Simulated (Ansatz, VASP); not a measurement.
## One calculation of BN, two programs

File INCAR:

```
PREC     = Accurate       # precision mode
ENCUT    = 520            # plane-wave cutoff, eV
EDIFF    = 1E-6           # SCF threshold, eV
ISMEAR   = 0              # smearing method
SIGMA    = 0.01           # smearing width, eV
LREAL    = F              # projectors in reciprocal space
LASPH    = T              # aspherical terms in the spheres
NELM     = 60             # most SCF steps
ALGO     = Normal         # electronic algorithm
ISIF     = 2              # what is computed and relaxed
LWAVE    = F              # write WAVECAR
LCHARG   = F              # write CHGCAR
GGA      = PS             # functional
NBANDS   = 11             # bands
```

Contents of KPOINTS:

```
regular mesh
0
Gamma
  6 6 6
```

POSCAR

```
BN
1.0
    0.0217300000      1.8280400000      1.7996700000
    1.8502600000      0.0250400000      1.7963600000
    1.8429000000      1.8173800000      0.0323900000
B N
1 1
Direct
    0.0436000000      0.9591100000      0.9710600000
    0.2434483371      0.2834037847      0.2323022642
```

Input for Ansatz:

```yaml
crystal:
  lattice:
    - [0.02173, 1.82804, 1.79967]
    - [1.85026, 0.02504, 1.79636]
    - [1.8429, 1.81738, 0.03239]
  atoms:
    - { symbol: B, position: [0.0436, 0.95911, 0.97106] }
    - { symbol: "N", position: [0.2434483370875563, 0.2834037846847931, 0.23230226419458577] }
basis:
  ecutwfc: 540.0
  xc_grid: 2
kpoints:
  mp_grid:
    grid: [6, 6, 6]
hamiltonian:
  xc: pbesol
scf:
  convergence:
    dr2_threshold: 1.0e-09
  occupations:
    method: fixed
output:
  forces: true
  stress: true
```

Alike in both runs: task single point; functional PBEsol; k mesh 6 × 6 × 6; no spin polarisation.

```csv
,VASP,Ansatz
version,VASP 6.6.1,Ansatz 0.2.0
potentials or method,"VASP PAW PBE potentials, release 64 (B, N), cutoff 520 eV","plane waves, PAW"
occupations,"gaussian, width 0.01 eV",fixed
valence electrons in the cell,8,8
```

|  | VASP | Ansatz | Ansatz less VASP |
| --- | --- | --- | --- |
| pressure (GPa) | 9.1 | 8.7 | -0.47 |
| traceless stress, the component that is largest in VASP (GPa) | -16.04 | -15.60 | +0.440 |
| rms of the force components (eV/Å) | 2.950 | 2.938 | -0.0120 |

VASP's potentials were made for PBE, not for PBEsol. Atom by atom the forces differ by 0.013 eV/Å (rms over components). Ansatz's warnings: stress scf threshold loose.

The k mesh is coarse, so the values compare programs but aren't converged.
